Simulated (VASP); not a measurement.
A run of VASP 6.6.1 is set up as follows.

Contents of POSCAR:

```
Ag
1.0
   -1.6970453500      1.6970453500      1.6970453500
    1.6970453500     -1.6970453500      1.6970453500
    1.6970453500      1.6970453500     -1.6970453500
Ag
1
Direct
    0.0000000000      0.0000000000      0.0000000000
```

INCAR.step1

```
ALGO     = Normal         # electronic algorithm
EDIFF    = 1E-4           # SCF threshold, eV
ENCUT    = 520            # plane-wave cutoff, eV
GGA      = PE             # functional
ISMEAR   = 0              # smearing method
LASPH    = T              # aspherical terms in the spheres
LCHARG   = F              # write CHGCAR
LREAL    = F              # projectors in reciprocal space
LWAVE    = T              # write WAVECAR
NBANDS   = 12             # bands
NELM     = 60             # most SCF steps
PREC     = Accurate       # precision mode
SIGMA    = 0.15           # smearing width, eV
```

File INCAR.step2:

```
ALGO     = Normal         # electronic algorithm
EDIFF    = 1E-6           # SCF threshold, eV
ENCUT    = 520            # plane-wave cutoff, eV
ISIF     = 2              # what is computed and relaxed
ISMEAR   = 0              # smearing method
ISTART   = 1            
LASPH    = T              # aspherical terms in the spheres
LCHARG   = F              # write CHGCAR
LMIXTAU  = T            
LREAL    = F              # projectors in reciprocal space
LWAVE    = F              # write WAVECAR
METAGGA  = R2SCAN         # meta-GGA
NBANDS   = 12             # bands
NELM     = 60             # most SCF steps
PREC     = Accurate       # precision mode
SIGMA    = 0.15           # smearing width, eV
```

The input KPOINTS:

```
k-points
0
Gamma
  20 20 20
```

Potentials or basis: VASP PAW PBE potentials, release 64 (Ag).

Command:

```bash
$ cat potpaw_PBE.64/Ag/POTCAR > POTCAR
$ cp INCAR.step1 INCAR
$ mpirun -np 1 vasp_std > vasp.out
$ cp INCAR.step2 INCAR
$ mpirun -np 1 vasp_std > vasp.out
```

Predict the band gap on the k mesh.

zero (an odd number of electrons rules out a gap without spin polarisation).

Predict the pressure.

-8.2 GPa.

Caveat: the cell differs from its parent crystal (strain +0.025 along x and y, +0.025 along z); the cell stands under tension; the PAW data sets were made with another functional, which shifts forces and pressure a little.
